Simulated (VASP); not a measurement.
**PbO: single point with PBE**

Crystal: PbO.

```
Pb O
1.0
     3.62178    0.01146   -0.08359
    -1.80096    3.13095    0.02369
    -0.14674   -0.03670    6.44487
Pb O
2 2
Direct
  0.33924 0.66462 0.25244
  0.65923 0.32998 0.75383
  0.00545 0.00897 0.00133
  0.99608 0.99642 0.49240
```

This cell differs from its parent crystal: atoms moved at random and the cell strained at random.

| Item | Value |
| --- | --- |
| Program | VASP 6.6.1 |
| Task | single point |
| Functional | PBE |
| Potentials or basis | VASP PAW PBE potentials, release 64 (Pb_d, O) |
| Cutoff | 520 eV |
| k mesh | 10 × 10 × 6 |
| Occupations | gaussian, width 0.05 eV |
| Spin | no spin polarisation |
| Dipole correction | no |
| Further INCAR settings | ALGO = Normal; EDIFF = 1e-06; NBANDS = 28 |

```
Pressure               : -1.3 GPa
Largest force          : 0.267 eV/Å
Band gap on the k mesh : 0.15 eV (least direct gap 0.18 eV)
```

Forces on the atoms (eV/Å):
```
Pb  -0.078 -0.009  0.090
Pb   0.030  0.012  0.019
O    0.001 -0.030 -0.265
O    0.047  0.026  0.156
```

Stress tensor (GPa, compression positive):
```
-0.82 -0.25  0.89
-0.25 -0.72  0.27
 0.89  0.27 -2.25
```

Levels at points of the mesh, in eV from the valence-band top:
```csv
k point,band 17,band 18,band 19,band 20,band 21,band 22,band 23,band 24
"(0.00, 0.00, 0.00)",-2.02,-1.77,-1.72,0.00,0.45,5.64,5.67,7.61
"(0.50, 0.00, 0.00)",-2.94,-1.82,-1.52,-0.30,0.27,3.38,3.97,4.92
"(0.00, 0.50, 0.00)",-2.96,-1.86,-1.51,-0.33,0.26,3.35,3.77,4.96
"(0.50, 0.50, 0.00)",-3.00,-1.87,-1.53,-0.35,0.26,3.28,3.74,4.85
"(0.00, 0.00, 0.50)",-1.91,-1.82,-1.78,-1.64,3.77,3.82,6.62,6.69
"(0.50, 0.00, 0.50)",-2.50,-2.35,-1.71,-1.51,1.67,1.92,5.23,5.54
"(0.00, 0.50, 0.50)",-2.48,-2.41,-1.66,-1.54,1.62,1.88,5.26,5.42
"(0.50, 0.50, 0.50)",-2.52,-2.44,-1.69,-1.50,1.60,1.84,5.24,5.47
```

It took 10 min on 1 thread of Intel(R) Xeon(R) Platinum 8259CL CPU @ 2.50GHz (Skylake/Cascade Lake), with other jobs on the host, peak memory 0.57 GiB.

Caveat: the cell differs from its parent crystal (atoms moved at random and the cell strained at random); spin-orbit coupling is left out, which moves the levels of the heavy elements. A k mesh can miss the band edges.
